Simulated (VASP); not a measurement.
LiF, 8 atoms in the cell. The structure is tetragonal, space group I4cm (No. 108). Conventional cell: a = 5.998 Å, b = 5.998 Å, c = 4.550 Å, α = 90.00°, β = 90.00°, γ = 90.00°. Li (site symmetry m) has 4 F at 1.76 to 1.85 Å within 2.3 Å. Within 2.3 Å of F (site symmetry m) lie 4 Li at 1.76 to 1.85 Å. 

| Quantity | Value |
| --- | --- |
| Program | VASP 6.6.1 |
| Task | relaxation of shape and atoms at fixed volume |
| Functional | PBE |
| Potentials or basis | VASP PAW PBE potentials, release 64 (Li_sv, F) |
| Cutoff | 600 eV |
| k mesh | 6 × 6 × 6 |
| Occupations | gaussian, width 0.02 eV |
| Spin | no spin polarisation |
| Dipole correction | no |
| Further INCAR settings | ALGO = Normal; EDIFF = 1e-07; IBRION = 2; EDIFFG = -0.01; NSW = 50; ISIF = 4 |

Potentials or basis: VASP PAW PBE potentials, release 64 (Li_sv, F).

Launch:

```console
$ cat potpaw_PBE.64/Li_sv/POTCAR potpaw_PBE.64/F/POTCAR > POTCAR
$ mpirun -np 1 vasp_std > vasp.out
```

Hardware: 1 thread of Intel(R) Xeon(R) 6975P-C (Granite Rapids), with other jobs on the host.

Q: Estimate the wall time of this run.

A: It took 13 min on 1 thread of Intel(R) Xeon(R) 6975P-C (Granite Rapids), on a shared host, peak memory 0.29 GiB. Counts: scf iterations 252, k points 30, ion steps 33.
